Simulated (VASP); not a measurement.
Set up this calculation in VASP 6.6.1, as the native input.

- Task: single point
- Functional: PBE
- Potentials or basis: VASP PAW PBE potentials, release 64 (Ti_sv, Si)
- Cutoff: 520 eV
- k mesh: 6 × 6 × 6
- Occupations: gaussian, width 0.1 eV
- Spin: collinear spin
- Starting moments: [1.0, 0.0, 0.0] μB
- Dipole correction: no
- Further INCAR settings: ALGO = Normal; EDIFF = 1e-06; NBANDS = 21

The structure of TiSi2 lies in POSCAR:

```
TiSi2
1.0
    4.0153492817      0.0000000000      0.0000000000
   -2.0076746409      3.4773944830      0.0000000000
    0.0000000000      0.0000000000      3.1586447397
Ti Si
1 2
Direct
    0.0000000000      0.0000000000      0.0000000000
    0.3333333333      0.6666666667      0.5000000000
    0.6666666667      0.3333333333      0.5000000000
```

The cell was generated, and may not be a known phase.

One way to write it, as run:

INCAR

```
SYSTEM = TiSi2
PREC     = Accurate       ! precision mode
ENCUT    = 520            ! plane-wave cutoff, eV
EDIFF    = 1E-6           ! SCF threshold, eV
ISMEAR   = 0              ! smearing method
SIGMA    = 0.1            ! smearing width, eV
LREAL    = .False.        ! projectors in reciprocal space
LASPH    = .True.         ! aspherical terms in the spheres
NELM     = 150            ! most SCF steps
ALGO     = Normal         ! electronic algorithm
ISIF     = 2              ! what is computed and relaxed
LWAVE    = .False.        ! write WAVECAR
LCHARG   = .False.        ! write CHGCAR
ISPIN    = 2              ! spin polarisation
MAGMOM   = 1 0 0          ! initial moments
LORBIT   = 11             ! projections on sites
LMAXMIX  = 4              ! l up to which the mixer works
GGA      = PE             ! functional
NBANDS   = 21             ! bands
```

KPOINTS

```
regular mesh
0
Gamma
  6 6 6
  0 0 0
```

Potentials or basis: VASP PAW PBE potentials, release 64 (Ti_sv, Si).

Launch:

```sh
$ cat potpaw_PBE.64/Ti_sv/POTCAR potpaw_PBE.64/Si/POTCAR > POTCAR
$ mpirun -np 1 vasp_std > vasp.out
```

It gave:

```
Pressure                                              : 0.3 GPa
Band gap on the k mesh                                : zero (filled and empty bands overlap)
Net moment                                            : 0.00 μB per cell
Valence electrons inside the program's atomic spheres : Ti 10.26; Si 1.66
```

Run time: 56 s on 1 thread of Intel(R) Xeon(R) Platinum 8375C CPU @ 2.90GHz (Ice Lake), with other jobs on the host, peak memory 0.19 GiB.
